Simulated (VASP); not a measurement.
# Pd (C2/c) in VASP: single point with revPBE

Aim: the single point of Pd with revPBE.

Program: VASP 6.6.1. These are calculated values, not measurements. Logs are shortened: lines on timing, memory, paths and dates and some standing lists are left out, and cuts for length are marked.

## Step 1: The cell of the first run

The typed cell holds 2 atoms: a = 4.444 Å, b = 4.444 Å, c = 2.617 Å, α = 90.01°, β = 90.01°, γ = 146.03°.

## Step 2: Single point, revPBE, collinear spin (14.44 Å³/atom)

INCAR reads:

```
PREC = Accurate
ENCUT = 520
EDIFF = 1E-6
ISMEAR = -1
SIGMA = 0.05
LREAL = False
LASPH = True
NELM = 150
ALGO = Normal
ISIF = 2
LWAVE = False
LCHARG = False
ISPIN = 2
MAGMOM = 0.5 0.5
LORBIT = 11
LMAXMIX = 4
GGA = RE
NBANDS = 21
```

KPOINTS reads:

```
regular mesh
0
Gamma
  14 14 13
```

POSCAR reads:

```
Pd
1.0
   -2.8107406800      3.1998817670      1.2685674899
    3.1998817670     -2.8107406800      1.2685674899
    1.8086136276      1.8086136276     -0.5558548764
Pd
2
Direct
    0.0079678054      0.9920321946      1.0000000000
    0.7420321946      0.2579678054      0.5000000000
```

Potentials or basis: VASP PAW PBE potentials, release 64 (Pd).

Run with:

```
cat potpaw_PBE.64/Pd/POTCAR > POTCAR
mpirun -np 1 vasp_std > vasp.out
```

OUTCAR:

```text
PREC = Accurate
   ENCUT = 520
   EDIFF = 1E-6
   ISMEAR = -1
   LREAL = False
   LASPH = True
   NELM = 150
   ISIF = 2
   ISPIN = 2
   LORBIT = 11
   GGA = RE

 ion  position               nearest neighbor table
   1  0.008  0.992  0.000-   2 2.61   2 2.61   2 2.71   2 2.71   2 2.71   2 2.71
   2  0.742  0.258  0.500-   1 2.61   1 2.61   1 2.71   1 2.71   1 2.71   1 2.71

  LATTYP: Found a base centered monoclinic cell.
 ALAT       =     2.5961347186
 B/A-ratio  =     3.2742152101
 C/A-ratio  =     1.0082175026
 COS(beta)  =    -0.0003924925

  Lattice vectors:

 A1 = (  -2.8107406800,   3.1998817670,   1.2685674899)
 A2 = (   3.1998817670,  -2.8107406800,   1.2685674899)
 A3 = (   1.8086136276,   1.8086136276,  -0.5558548764)

Analysis of symmetry for initial positions (statically):
=====================================================================
 Subroutine PRICEL returns:
 Original cell was already a primitive cell.

 Routine SETGRP: Setting up the symmetry group for a
 base centered monoclinic supercell.

 Subroutine GETGRP returns: Found  4 space group operations
 (whereof  2 operations were pure point group operations)
 out of a pool of  4 trial point group operations.

The static configuration has the point symmetry C_2 .
 The point group associated with its full space group is C_2h.

Analysis of symmetry for dynamics (positions and initial velocities):
=====================================================================
 Subroutine PRICEL returns:
 Original cell was already a primitive cell.

 Routine SETGRP: Setting up the symmetry group for a
 base centered monoclinic supercell.

 Subroutine GETGRP returns: Found  4 space group operations
 (whereof  2 operations were pure point group operations)
 out of a pool of  4 trial point group operations.

The dynamic configuration has the point symmetry C_2 .
 The point group associated with its full space group is C_2h.

Analysis of structural, dynamic, and magnetic symmetry:
=====================================================================
 Subroutine PRICEL returns:
 Original cell was already a primitive cell.

 Routine SETGRP: Setting up the symmetry group for a
 base centered monoclinic supercell.

 Subroutine GETGRP returns: Found  4 space group operations
 (whereof  2 operations were pure point group operations)
 out of a pool of  4 trial point group operations.

The overall configuration has the point symmetry C_2 .
 The point group associated with its full space group is C_2h.

 Subroutine INISYM returns: Found  4 space group operations
 (whereof  2 operations are pure point group operations),
 and found     1 'primitive' translations

----------------------------------------------------------------------------------------

                                     Primitive cell

  volume of cell :      28.8811

  direct lattice vectors                    reciprocal lattice vectors
    -2.810740680  3.199881767  1.268567490    -0.025344796  0.141027324  0.376402195
     3.199881767 -2.810740680  1.268567490     0.141027324 -0.025344796  0.376402195
     1.808613628  1.808613628 -0.555854876     0.264009726  0.264009726 -0.080986650

  length of vectors
     4.443958817  4.443958817  2.617468462     0.402752625  0.402752625  0.382048568

  position of ions in fractional coordinates (direct lattice)
     0.007967805  0.992032195  1.000000000
     0.742032195  0.257967805  0.500000000

  ion indices of the primitive-cell ions
   primitive index   ion index
                 1           1
                 2           2

----------------------------------------------------------------------------------------

 KPOINTS: regular mesh

Automatic generation of k-mesh.
 Grid dimensions read from file:
 generate k-points for:   14   14   13

 Generating k-lattice:

  Cartesian coordinates                     Fractional coordinates (reciprocal lattice)
    -0.001810343  0.010073380  0.026885871     0.071428571  0.000000000  0.000000000
     0.010073380 -0.001810343  0.026885871     0.000000000  0.071428571  0.000000000
     0.020308440  0.020308440 -0.006229742     0.000000000  0.000000000  0.076923077

  Length of vectors
     0.028768045  0.028768045  0.029388351

  Shift w.r.t. Gamma in fractional coordinates (k-lattice)
     0.000000000  0.000000000  0.000000000

 Subroutine IBZKPT returns following result:
 ===========================================

 Found    687 irreducible k-points:

 Following reciprocal coordinates:
            Coordinates               Weight
  0.000000  0.000000  0.000000      1.000000
  0.071429  0.000000  0.000000      4.000000
  0.142857  0.000000  0.000000      4.000000
  0.214286  0.000000  0.000000      4.000000
  0.285714  0.000000  0.000000      4.000000
  0.357143  0.000000  0.000000      4.000000
[... 16 lines left out ...]
  0.214286  0.142857  0.000000      4.000000
  0.285714  0.142857  0.000000      4.000000
 [... further k-points ...]
   k-points           NKPTS =    687   k-points in BZ     NKDIM =    687   number of bands    NBANDS=     21
   number of dos      NEDOS =    301   number of ions     NIONS =      2
   total plane-waves  NPLWV =  25920
   dimension x,y,z NGX =    36 NGY =   36 NGZ =   20
   dimension x,y,z NGXF=    72 NGYF=   72 NGZF=   40
   ions per type =               2
   NGX,Y,Z   is equivalent  to a cutoff of  13.47, 13.47, 12.70 a.u.
   NGXF,Y,Z  is equivalent  to a cutoff of  26.93, 26.93, 25.41 a.u.
 SYSTEM =  unknown system
   PREC   = accura    normal or accurate (medium, high low for compatibility)
   ISTART =      0    job   : 0-new  1-cont  2-samecut
   ICHARG =      2    charge: 1-file 2-atom 10-const
   ISPIN  =      2    spin polarized calculation?
   LNONCOLLINEAR =      F non collinear calculations
   LSORBIT =      F    spin-orbit coupling
   LASPH  =      T    aspherical Exc in radial PAW
   ENCUT  =  520.0 eV  38.22 Ry    6.18 a.u.   8.26  8.26  4.87*2*pi/ulx,y,z
   NELM   =    150;   NELMIN=  2; NELMDL= -5     # of ELM steps
   EDIFF  = 0.1E-05   stopping-criterion for ELM
   LREAL  =      F    real-space projection
   EDIFFG = 0.1E-04   stopping-criterion for IOM
   NSW    =      0    number of steps for IOM
   IBRION =     -1    ionic relax: 0-MD 1-quasi-New 2-CG
   NFREE  =      0    steps in history (QN), initial steepest desc. (CG)
   ISIF   =      2    stress and relaxation
   ISYM   =      2    0-nonsym 1-usesym 2-fastsym
   POTIM  = 0.5000    time-step for ionic-motion
   TEBEG  =    0.0;   TEEND  =   0.0 temperature during run
   PSTRESS=    0.0 pullay stress
   NELECT =      20.0000    total number of electrons
   NUPDOWN=      -1.0000    fix difference up-down
   EMIN   =  10.00;   EMAX   =-10.00  energy-range for DOS
   EFERMI =   0.00;   METHOD = LEGACY
   ISMEAR =    -1;   SIGMA  =   0.05  broadening in eV -4-tet -1-fermi 0-gaus
   EFERMI_NEDOS =   21; number of points for ismear=-14 and -15
   IALGO  =     38    algorithm
   IMIX   =      4    mixing-type and parameters
     AMIX     =   0.40;   BMIX     =  1.00
     AMIX_MAG =   1.60;   BMIX_MAG =  1.00
  volume/ion in A,a.u.               =      14.44        97.45
  Fermi-wavevector in a.u.,A,eV,Ry     =   1.448373  2.737028 28.542094  2.097785
  Thomas-Fermi vector in A             =   2.566221
   LORBIT       =     11    0 simple, 1 ext, 2 COOP (PROOUT), +10 PAW based schemes
   GGA     = RE    functional components
   LHFCALC =     F    Hartree Fock is set to
   AEXX    =    0.0000 exact exchange contribution
   IVDW    =     0    specifies the selected vdW correction
   LEPSILON=     F    determine dielectric tensor
   LRPA    =     F    only Hartree local field effects (RPA)
 spin polarized calculation
  energy-cutoff  :      520.00
  volume of cell :       28.88
 maximum number of plane-waves:       793
 NGX is ok and might be reduce to    36
   NGX = 17   NGY = 17   NGZ =  9

 number of electron      20.0000003 magnetization      -0.0013049

 number of electron      20.0000003 magnetization       0.0007472

 Free energy of the ion-electron system (eV)
  ---------------------------------------------------
  ext. energy  EPLUGINS =         0.00000000
  ---------------------------------------------------
  free energy    TOTEN  =        -8.96116363 eV

  energy without entropy =       -8.93838733  energy(sigma->0) =       -8.94977548

 E-fermi :  10.3161     XC(G=0): -13.1952

 val. band max:       10.3151219960   @ k =  -0.2857   0.2857   0.1538
 cond. band min:      10.3176649273   @ k =  -0.0714   0.5000   0.3846
 fundamental gap:      0.0025429313
 Fermi energy:        10.3161399679

 spin component 1

 k-point     1 :       0.0000    0.0000    0.0000
  band No.  band energies     occupation
      1       2.9869      1.00000
      2       4.5328      1.00000
      3       5.3114      1.00000
      4       5.9270      1.00000
      5       7.3585      1.00000
      6       7.7776      1.00000
[... 13 lines left out ...]
     20      33.6412      0.00000
     21      33.9294      0.00000

 k-point     2 :       0.0714    0.0000    0.0000
  band No.  band energies     occupation
      1       3.1331      1.00000
      2       4.5848      1.00000
      3       5.4398      1.00000
      4       6.0371      1.00000
      5       7.3901      1.00000
      6       7.7783      1.00000
[... 13 lines left out ...]
     20      33.6280      0.00000
     21      34.1997      0.00000

 k-point     3 :       0.1429    0.0000    0.0000
  band No.  band energies     occupation
      1       3.5411      1.00000
      2       4.7283      1.00000
      3       5.7902      1.00000
      4       6.3617      1.00000
      5       7.4781      1.00000
      6       7.7857      1.00000
[... 13 lines left out ...]
     20      34.9501      0.00000
     21      35.1776      0.00000
[... 457 lines left out ...]
 k-point    23 :       0.2143    0.1429    0.0000
  band No.  band energies     occupation
      1       4.8568      1.00000
      2       5.3309      1.00000
      3       6.2366      1.00000
      4       6.7594      1.00000
      5       7.4859      1.00000
      6       7.6750      1.00000
[... 13 lines left out ...]
     20      35.0520      0.00000
     21      36.2090      0.00000

 k-point    24 :       0.2857    0.1429    0.0000
  band No.  band energies     occupation
      1       4.8591      1.00000
      2       5.4645      1.00000
      3       6.1937      1.00000
      4       6.9228      1.00000
      5       7.4822      1.00000
      6       7.6861      1.00000
[... 13 lines left out ...]
     20      33.6275      0.00000
     21      35.6111      0.00000

 [... further k-points ...]

 spin component 2

 k-point     1 :       0.0000    0.0000    0.0000
  band No.  band energies     occupation
      1       2.9869      1.00000
      2       4.5330      1.00000
      3       5.3116      1.00000
      4       5.9271      1.00000
      5       7.3588      1.00000
      6       7.7778      1.00000
[... 13 lines left out ...]
     20      33.6412      0.00000
     21      33.9295      0.00000

 k-point     2 :       0.0714    0.0000    0.0000
  band No.  band energies     occupation
      1       3.1331      1.00000
      2       4.5850      1.00000
      3       5.4400      1.00000
      4       6.0373      1.00000
      5       7.3904      1.00000
      6       7.7785      1.00000
[... 13 lines left out ...]
     20      33.6281      0.00000
     21      34.1997      0.00000

 k-point     3 :       0.1429    0.0000    0.0000
  band No.  band energies     occupation
      1       3.5411      1.00000
      2       4.7284      1.00000
      3       5.7903      1.00000
      4       6.3619      1.00000
      5       7.4783      1.00000
      6       7.7859      1.00000
[... 13 lines left out ...]
     20      34.9501      0.00000
     21      35.1776      0.00000
[... 457 lines left out ...]
 k-point    23 :       0.2143    0.1429    0.0000
  band No.  band energies     occupation
      1       4.8569      1.00000
      2       5.3311      1.00000
      3       6.2367      1.00000
      4       6.7596      1.00000
      5       7.4861      1.00000
      6       7.6752      1.00000
[... 13 lines left out ...]
     20      35.0521      0.00000
     21      36.2090      0.00000

 k-point    24 :       0.2857    0.1429    0.0000
  band No.  band energies     occupation
      1       4.8592      1.00000
      2       5.4646      1.00000
      3       6.1939      1.00000
      4       6.9230      1.00000
      5       7.4824      1.00000
      6       7.6863      1.00000
[... 13 lines left out ...]
     20      33.6275      0.00000
     21      35.6112      0.00000

 [... further k-points ...]

------------------------ aborting loop because EDIFF is reached ----------------------------------------

  FORCE on cell =-STRESS in cart. coord.  units (eV):
  Direction    XX          YY          ZZ          XY          YZ          ZX
  --------------------------------------------------------------------------------------
  -------------------------------------------------------------------------------------
  Total        4.6150771      4.6150771      4.2298209      0.0657012     -0.0727690     -0.0727691
  in kB      256.0215014    256.0215014    234.6494048      3.6447757     -4.0368606     -4.0368665
  external PRESSURE =     248.8974692 kB  Pullay stress =       0.0000000 kB

 VOLUME and BASIS-vectors are now :
 -----------------------------------------------------------------------------
  energy-cutoff  :      520.00
  volume of cell :       28.88
      direct lattice vectors                 reciprocal lattice vectors
    -2.810740680  3.199881767  1.268567490    -0.025344796  0.141027324  0.376402195
     3.199881767 -2.810740680  1.268567490     0.141027324 -0.025344796  0.376402195
     1.808613628  1.808613628 -0.555854876     0.264009726  0.264009726 -0.080986650

 POSITION                                       TOTAL-FORCE (eV/Angst)
 -----------------------------------------------------------------------------------
      3.15199     -2.76285      1.26857         0.125512     -0.125512      0.000000
     -0.35589      2.55364      0.99064        -0.125512      0.125512     -0.000000
 -----------------------------------------------------------------------------------
    total drift:                                0.000000     -0.000000      0.000000

  FREE ENERGIE OF THE ION-ELECTRON SYSTEM (eV)
  ---------------------------------------------------
  free  energy   TOTEN  =        -8.9611636263 eV

  energy  without entropy=       -8.9383873277  energy(sigma->0) =       -8.94977548

 total charge

# of ion       s       p       d       tot
------------------------------------------
    1        0.534   0.519   8.538   9.591
    2        0.534   0.519   8.538   9.591
--------------------------------------------------
tot          1.069   1.038  17.076  19.182

 magnetization (x)

# of ion       s       p       d       tot
------------------------------------------
    1       -0.000  -0.000   0.000   0.000
    2       -0.000  -0.000   0.000   0.000
--------------------------------------------------
tot         -0.000  -0.000   0.000   0.000
```

Run time: 28 min. Hardware: 1 thread of Oxide Virtual Turin-like, shared host; peak memory 0.6 GiB.

Results:

```
Free energy                                           : -8.9612 eV
Pressure                                              : 24.9 GPa
Largest force                                         : 0.178 eV/Å
Band gap on the k mesh                                : zero (filled and empty bands overlap)
Net moment                                            : 0.00 μB per cell
Valence electrons inside the program's atomic spheres : Pd 9.59
```

Forces on the atoms (eV/Å):
```
Pd   0.126 -0.126  0.000
Pd  -0.126  0.126  0.000
```

Levels at points of the mesh, in eV from the Fermi level:
Spin up:
| k point | band 8 | band 9 | band 10 | band 11 | band 12 | band 13 |
| --- | --- | --- | --- | --- | --- | --- |
| (0.00, 0.00, 0.00) | -1.03 | -0.50 | -0.22 | 0.40 | 1.75 | 8.50 |
| (0.50, 0.00, 0.00) | -1.56 | -1.18 | -0.11 | 1.99 | 4.09 | 5.09 |
| (0.50, 0.50, 0.00) | -1.52 | -1.48 | -0.71 | 0.00 | 0.16 | 15.17 |
Spin down:
| k point | band 6 | band 7 | band 8 | band 9 | band 10 | band 11 | band 12 | band 13 | band 14 | band 15 |
| --- | --- | --- | --- | --- | --- | --- | --- | --- | --- | --- |
| (0.00, 0.00, 0.00) | -2.54 | -1.63 | -1.03 | -0.50 | -0.22 | 0.40 | 1.75 | 8.50 | 15.05 | 18.26 |
| (0.50, 0.00, 0.00) | -2.33 | -1.76 | -1.56 | -1.18 | -0.11 | 1.99 | 4.09 | 5.09 | 10.55 | 13.98 |
| (0.50, 0.50, 0.00) | -2.49 | -2.00 | -1.52 | -1.48 | -0.71 | 0.00 | 0.16 | 15.17 | 15.34 | 17.06 |

Caveat: the cell stands under pressure; the PAW data sets were made with another functional, which shifts forces and pressure a little.
